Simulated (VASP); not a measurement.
Wanted: the native input for a VASP 6.6.1 run.

```
Task                   : single point
Functional             : PBE
Potentials or basis    : VASP PAW PBE potentials, release 64 (Na_pv, Bi_d)
Cutoff                 : 520 eV
k mesh                 : 12 × 12 × 2
Occupations            : gaussian, width 0.1 eV
Spin                   : no spin polarisation
Dipole correction      : no
Further INCAR settings : ALGO = Fast; EDIFF = 1e-06; NBANDS = 38
```

The structure of Na6Bi lies in POSCAR:

```
Na6Bi
1.0
    3.7024669870      0.0000000000      0.0000000000
   -1.8512334935      3.2064304675      0.0000000000
    0.0000000000      0.0000000000     20.6023488594
Na Bi
6 1
Direct
    0.3333333333      0.6666666667      0.6230682371
    0.6666666667      0.3333333333      0.7767479799
    0.3333333333      0.6666666667      0.9260806957
    0.6666666667      0.3333333333      0.0739193043
    0.3333333333      0.6666666667      0.2232520201
    0.6666666667      0.3333333333      0.3769317629
    0.0000000000      0.0000000000      0.5000000000
```

The cell was generated, and may not be a known phase.

One way to write it, as run:

INCAR

```
ALGO = Fast
EDIFF = 1E-6
ENCUT = 520
GGA = PE
ISIF = 2
ISMEAR = 0
LASPH = True
LCHARG = False
LREAL = False
LWAVE = False
NBANDS = 38
NELM = 80
PREC = Accurate
SIGMA = 0.1
```

KPOINTS

```
k-points
0
Gamma
  12 12 2
```

Potentials or basis: VASP PAW PBE potentials, release 64 (Na_pv, Bi_d).

The run is started by

```bash
$ cat potpaw_PBE.64/Na_pv/POTCAR potpaw_PBE.64/Bi_d/POTCAR > POTCAR
$ mpirun -np 1 vasp_std > vasp.out
```

Results of the run:

```json
{
  "Pressure": "0.0 GPa",
  "Band gap on the k mesh": "zero (an odd number of electrons rules out a gap without spin polarisation)"
}
```

Caveat: spin-orbit coupling is left out, which moves the levels of the heavy elements.

Run time: 5.3 min on 1 thread of Intel(R) Xeon(R) 6975P-C (Granite Rapids), with other jobs on the host, peak memory 0.51 GiB.
